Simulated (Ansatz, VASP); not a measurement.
Co in VASP and in Ansatz

```
Co
1.0
     2.34016    0.00000    0.00000
     0.00000    2.34016    0.00000
     0.00000    0.00000    2.34016
Co
1
Cartesian
  0.0000 0.0000 0.0000
```

Alike in both runs: task single point; functional PBE; k mesh 17 × 17 × 17; occupations fermi-dirac, width 0.05 eV; collinear spin.

|  | VASP | Ansatz |
| --- | --- | --- |
| version | VASP 6.6.1 | Ansatz 0.2.0 |
| potentials or method | VASP PAW PBE potentials, release 64 (Co), cutoff 520 eV | all-electron LAPW, scalar-relativistic |

Ansatz gave:

```
gap on the k mesh at the Fermi level (eV)                     : none
pressure (GPa)                                                : 0.0
net moment per atom (μB)                                      : 1.89
size of the moment on the site where the two differ most (μB) : 1.92
```

Problem. Estimate VASP's values.

Solution. gap on the k mesh at the Fermi level (eV): none; pressure (GPa): -12.1; net moment per atom (μB): 0.00; size of the moment on the site where the two differ most (μB): 0.00.

The net moments are unlike, so the other rows may belong to different states. Site moments also hang on the region over which each program counts them. A gap of «none» marks a metal or a gap that the smearing closes. Ansatz ran all-electron here, and VASP with PAW potentials.
